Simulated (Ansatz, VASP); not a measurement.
Two plane-wave programs on Rh

```xyz
4
Lattice="1.8956 -4.2111 0.0000 1.8956 4.2111 0.0000 0.0000 0.0000 3.7828" Properties=species:S:1:pos:R:3 pbc="T T T"
Rh    1.8956    3.0079    0.0006
Rh    1.8956   -1.2032    1.8908
Rh    1.8956   -3.0079    3.7822
Rh    1.8956    1.2032    1.8920
```

Alike in both runs: functional r2SCAN; k mesh 6 × 6 × 4; occupations gaussian, width 0.1 eV; no spin polarisation.

Ansatz relaxed the structure, and its values are those at the end. VASP's run is a single point on that final structure, the one shown.

```csv
,VASP,Ansatz
version,VASP 6.6.1,Ansatz 0.2.0
potentials or method,"VASP PAW PBE potentials, release 64 (Rh_pv), cutoff 520 eV","scalar-relativistic, plane waves, PAW"
valence electrons in the cell,60,68
```

Ansatz gave:

| Property | Result |
| --- | --- |
| gap on the k mesh at the Fermi level (eV) | none |
| pressure (GPa) | 0.2 |
| rms of the force components (eV/Å) | 0.005 |

Which values does VASP return?

gap on the k mesh at the Fermi level (eV): none; pressure (GPa): 1.2; rms of the force components (eV/Å): 0.006.

VASP's potentials were made for PBE, not for r2SCAN. A gap of «none» marks a metal or a gap that the smearing closes. VASP's potentials hold 60 valence electrons a cell and Ansatz's 68, so a difference there can come from the potentials and not from the codes.

The k mesh is coarse, so the values compare programs but aren't converged.
